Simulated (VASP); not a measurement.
# Re: single point with RPBE

Re:

```xyz
1
Lattice="0.0000 1.8827 1.8827 1.8827 0.0000 1.8827 1.8827 1.8827 0.0000" Properties=species:S:1:pos:R:3 pbc="T T T"
Re    0.0000    0.0000    0.0000
```

This isn't the form of Re at room conditions, which is hcp.

```json
{
  "Program": "VASP 6.6.1",
  "Task": "single point",
  "Functional": "RPBE",
  "Potentials or basis": "VASP PAW PBE potentials, release 64 (Re)",
  "Cutoff": "520 eV",
  "k mesh": "15 × 15 × 15",
  "Occupations": "fermi-dirac, width 0.1 eV",
  "Spin": "no spin polarisation",
  "Dipole correction": "no",
  "Further INCAR settings": "ALGO = Normal; EDIFF = 1e-06; NBANDS = 10"
}
```

- Pressure: 59.9 GPa
- Band gap on the k mesh: zero (an odd number of electrons rules out a gap without spin polarisation)

Levels at points of the mesh, in eV from the Fermi level:
| k point | band 1 | band 2 | band 3 | band 4 | band 5 | band 6 | band 7 | band 8 | band 9 |
| --- | --- | --- | --- | --- | --- | --- | --- | --- | --- |
| (0.00, 0.00, 0.00) | -10.81 | -2.20 | -2.20 | -2.20 | 1.50 | 1.50 | 13.93 | 20.19 | 20.19 |

Run time: 26 s on 1 thread of Intel Xeon 8259CL (shared host), peak memory 0.14 GiB.

Caveat: the cell stands under pressure; the PAW data sets were made with another functional, which shifts forces and pressure a little; spin-orbit coupling is left out, which moves the levels of the heavy elements.
